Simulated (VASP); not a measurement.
# TaAl3N4 (I4/mmm) in VASP: single point with PBE

Aim: the single point of TaAl3N4 with PBE.

All numbers are computed with VASP 6.6.1; they aren't measurements. Logs are shortened: lines on timing, memory, paths and dates and some standing lists are left out, and cuts for length are marked.

### 1 The cell of the first run

The structure is tetragonal, space group I4/mmm (No. 139). The conventional cell has a = 4.714 Å, b = 4.714 Å, c = 9.428 Å, α = 90.00°, β = 90.00°, γ = 90.00°. Ta (site symmetry 4/mmm) has 6 N at 2.36 Å within 3.1 Å. Within 3.1 Å of Al (site symmetry -4m2) lie 6 N at 2.36 Å. Within 3.1 Å of Al (site symmetry 4/mmm) lie 6 N at 2.36 Å. Within 3.1 Å of N (site symmetry mmm) lie 2 Ta at 2.36 Å and 4 Al at 2.36 Å. N (site symmetry 4mm) has 5 Al at 2.36 Å and 1 Ta at 2.36 Å within 3.1 Å.

### 2 Single point, PBE

INCAR reads:

```
SYSTEM = TaAl3N4
ALGO = Normal ; EDIFF = 1E-6
ENCUT = 520 ; GGA = PE
ISIF = 2 ; ISMEAR = 0
LASPH = .True. ; LCHARG = .False.
LREAL = .False. ; LWAVE = .False.
NBANDS = 30 ; NELM = 100
PREC = Accurate ; SIGMA = 0.1
```

KPOINTS reads:

```
k-points
0
Gamma
  6 6 6
  0 0 0
```

POSCAR reads:

```
TaAl3N4
1.0
   -2.3570233700      2.3570233700      4.7140467400
    2.3570233700     -2.3570233700      4.7140467400
    2.3570233700      2.3570233700     -4.7140467400
Ta Al N
1 3 4
Direct
    0.5000000000      0.5000000000      0.0000000000
    0.2500000000      0.7500000000      0.5000000000
    0.7500000000      0.2500000000      0.5000000000
    0.0000000000      0.0000000000      0.0000000000
    0.5000000000      0.0000000000      0.5000000000
    0.0000000000      0.5000000000      0.5000000000
    0.2500000000      0.2500000000      0.0000000000
    0.7500000000      0.7500000000      0.0000000000
```

Potentials or basis: VASP PAW PBE potentials, release 64 (Ta_pv, Al, N).

The run is started by

```console
$ cat potpaw_PBE.64/Ta_pv/POTCAR potpaw_PBE.64/Al/POTCAR potpaw_PBE.64/N/POTCAR > POTCAR
$ mpirun -np 1 vasp_std > vasp.out
```

OUTCAR:

```text
SYSTEM = TaAl3N4
   EDIFF = 1E-6
   ENCUT = 520
   GGA = PE
   ISIF = 2
   ISMEAR = 0
   LASPH = .True.
   LREAL = .False.
   NELM = 100
   PREC = Accurate

 ion  position               nearest neighbor table
   1  0.500  0.500  0.000-   5 2.36   6 2.36   7 2.36   8 2.36   5 2.36   6 2.36   2 3.33   2 3.33
                             3 3.33   3 3.33   3 3.33   4 3.33   2 3.33   3 3.33   4 3.33   4 3.33
   2  0.250  0.750  0.500-   5 2.36   6 2.36   7 2.36   8 2.36   7 2.36   8 2.36   4 3.33   4 3.33
                             1 3.33   1 3.33   4 3.33   3 3.33   1 3.33   4 3.33   3 3.33   3 3.33
   3  0.750  0.250  0.500-   5 2.36   6 2.36   7 2.36   8 2.36   8 2.36   7 2.36   1 3.33   1 3.33
                             4 3.33   4 3.33   4 3.33   2 3.33   1 3.33   4 3.33   2 3.33   2 3.33
   4  0.000  0.000  0.000-   5 2.36   6 2.36   7 2.36   8 2.36   6 2.36   5 2.36   3 3.33   3 3.33
                             2 3.33   2 3.33   3 3.33   1 3.33   2 3.33   3 3.33   1 3.33   1 3.33
   5  0.500  0.000  0.500-   1 2.36   2 2.36   3 2.36   4 2.36   1 2.36   4 2.36
   6  0.000  0.500  0.500-   1 2.36   2 2.36   3 2.36   4 2.36   4 2.36   1 2.36
   7  0.250  0.250  0.000-   1 2.36   2 2.36   3 2.36   4 2.36   2 2.36   3 2.36
   8  0.750  0.750  0.000-   1 2.36   2 2.36   3 2.36   4 2.36   3 2.36   2 2.36

  LATTYP: Found a body centered tetragonal cell.
 ALAT       =     4.7140467400
 C/A-ratio  =     2.0000000000

  Lattice vectors:

 A1 = (  -2.3570233700,   2.3570233700,   4.7140467400)
 A2 = (   2.3570233700,  -2.3570233700,   4.7140467400)
 A3 = (   2.3570233700,   2.3570233700,  -4.7140467400)

Analysis of symmetry for initial positions (statically):
=====================================================================
 Subroutine PRICEL returns:
 Original cell was already a primitive cell.

 Routine SETGRP: Setting up the symmetry group for a
 body centered tetragonal supercell.

 Subroutine GETGRP returns: Found 16 space group operations
 (whereof 16 operations were pure point group operations)
 out of a pool of 16 trial point group operations.

The static configuration has the point symmetry D_4h.

Analysis of symmetry for dynamics (positions and initial velocities):
=====================================================================
 Subroutine PRICEL returns:
 Original cell was already a primitive cell.

 Routine SETGRP: Setting up the symmetry group for a
 body centered tetragonal supercell.

 Subroutine GETGRP returns: Found 16 space group operations
 (whereof 16 operations were pure point group operations)
 out of a pool of 16 trial point group operations.

The dynamic configuration has the point symmetry D_4h.

 Subroutine INISYM returns: Found 16 space group operations
 (whereof 16 operations are pure point group operations),
[... 120 lines left out ...]
   NUPDOWN=      -1.0000    fix difference up-down
   EMIN   =  10.00;   EMAX   =-10.00  energy-range for DOS
   EFERMI =   0.00;   METHOD = LEGACY
   ISMEAR =     0;   SIGMA  =   0.10  broadening in eV -4-tet -1-fermi 0-gaus
   EFERMI_NEDOS =   21; number of points for ismear=-14 and -15
   IALGO  =     38    algorithm
   IMIX   =      4    mixing-type and parameters
     AMIX     =   0.40;   BMIX     =  1.00
     AMIX_MAG =   1.60;   BMIX_MAG =  1.00
  volume/ion in A,a.u.               =      13.09        88.37
  Fermi-wavevector in a.u.,A,eV,Ry     =   1.187684  2.244398 19.192290  1.410594
  Thomas-Fermi vector in A             =   2.323830
   LORBIT       =      0    0 simple, 1 ext, 2 COOP (PROOUT), +10 PAW based schemes
   GGA     = PE    functional components
   LHFCALC =     F    Hartree Fock is set to
   AEXX    =    0.0000 exact exchange contribution
   IVDW    =     0    specifies the selected vdW correction
   LEPSILON=     F    determine dielectric tensor
   LRPA    =     F    only Hartree local field effects (RPA)
 non-spin polarized calculation
 Gauss-broadening in eV      SIGMA  =   0.10
  energy-cutoff  :      520.00
  volume of cell :      104.76
 maximum number of plane-waves:      2852
 NGX is ok and might be reduce to    48
   NGX = 21   NGY = 21   NGZ = 21

 number of electron      40.0000001 magnetization

 Free energy of the ion-electron system (eV)
  ---------------------------------------------------
  ext. energy  EPLUGINS =         0.00000000
  ---------------------------------------------------
  free energy    TOTEN  =       -58.10142919 eV

  energy without entropy =      -58.07815455  energy(sigma->0) =      -58.08979187

 E-fermi :   7.1370     XC(G=0): -10.8253

 val. band max:        7.1102731500   @ k =   0.1667   0.0000   0.0000
 cond. band min:       7.1427061810   @ k =  -0.1667  -0.1667   0.1667
 fundamental gap:      0.0324330310
 Fermi energy:         7.1370313278

 k-point     1 :       0.0000    0.0000    0.0000
  band No.  band energies     occupation
      1     -29.2416      2.00000
      2     -29.2416      2.00000
      3     -29.2190      2.00000
      4      -9.3482      2.00000
      5      -7.7169      2.00000
      6      -7.5053      2.00000
[... 781 lines left out ...]
     29      12.4955      0.00000
     30      12.8449      0.00000

 [... further k-points ...]

------------------------ aborting loop because EDIFF is reached ----------------------------------------

  FORCE on cell =-STRESS in cart. coord.  units (eV):
  Direction    XX          YY          ZZ          XY          YZ          ZX
  --------------------------------------------------------------------------------------
  -------------------------------------------------------------------------------------
  Total      -26.2413008    -26.2413008    -23.5091150      0.0000000      0.0000000      0.0000000
  in kB     -401.3417031   -401.3417031   -359.5548989      0.0000000      0.0000000      0.0000000
  external PRESSURE =    -387.4127683 kB  Pullay stress =       0.0000000 kB

 VOLUME and BASIS-vectors are now :
 -----------------------------------------------------------------------------
  energy-cutoff  :      520.00
  volume of cell :      104.76
      direct lattice vectors                 reciprocal lattice vectors
    -2.357023370  2.357023370  4.714046740     0.000000000  0.212131965  0.106065983
     2.357023370 -2.357023370  4.714046740     0.212131965  0.000000000  0.106065983
     2.357023370  2.357023370 -4.714046740     0.212131965  0.212131965  0.000000000

 POSITION                                       TOTAL-FORCE (eV/Angst)
 -----------------------------------------------------------------------------------
      0.00000      0.00000      4.71405         0.000000      0.000000     -0.000000
      2.35702      0.00000      2.35702         0.000000      0.000000      0.000000
      0.00000      2.35702      2.35702         0.000000      0.000000     -0.000000
      0.00000      0.00000      0.00000         0.000000      0.000000     -0.000000
      0.00000      2.35702      0.00000         0.000000      0.000000      0.000000
      2.35702      0.00000      0.00000         0.000000      0.000000      0.000000
      0.00000      0.00000      2.35702        -0.000000     -0.000000     -0.031800
      0.00000      0.00000      7.07107         0.000000      0.000000      0.031800
 -----------------------------------------------------------------------------------
    total drift:                               -0.000000      0.000000      0.000000

  FREE ENERGIE OF THE ION-ELECTRON SYSTEM (eV)
  ---------------------------------------------------
  free  energy   TOTEN  =       -58.1014291859 eV

  energy  without entropy=      -58.0781545501  energy(sigma->0) =      -58.08979187
```

It took 3.7 min on 1 thread of Intel Xeon 8259CL, shared host; peak memory 0.37 GiB.

Results:

```
Free energy            : -58.1014 eV
Pressure               : -38.7 GPa
Largest force          : 0.032 eV/Å
Band gap on the k mesh : zero (bands 20 and 21 overlap by 2.19 eV)
```

Forces in eV/Å, atoms in the order of the input:
```
Ta   0.000  0.000  0.000
Al   0.000  0.000  0.000
Al   0.000  0.000  0.000
Al   0.000  0.000  0.000
N    0.000  0.000  0.000
N    0.000  0.000  0.000
N    0.000  0.000 -0.032
N    0.000  0.000  0.032
```

Levels at points of the mesh, in eV from the Fermi level:
```csv
k point,band 17,band 18,band 19,band 20,band 21,band 22
"(0.00, 0.00, 0.00)",-2.37,-2.36,-2.36,-1.64,-1.21,-0.58
"(0.50, 0.00, 0.00)",-3.39,-3.37,-2.85,0.03,0.56,0.83
"(0.50, 0.50, 0.00)",-2.98,-2.91,-2.73,0.98,1.17,1.37
"(0.50, 0.50, 0.50)",-3.51,-3.05,-3.05,-1.17,-1.06,-0.61
```

Caveat: the cell stands under tension; spin-orbit coupling is left out, which moves the levels of the heavy elements.
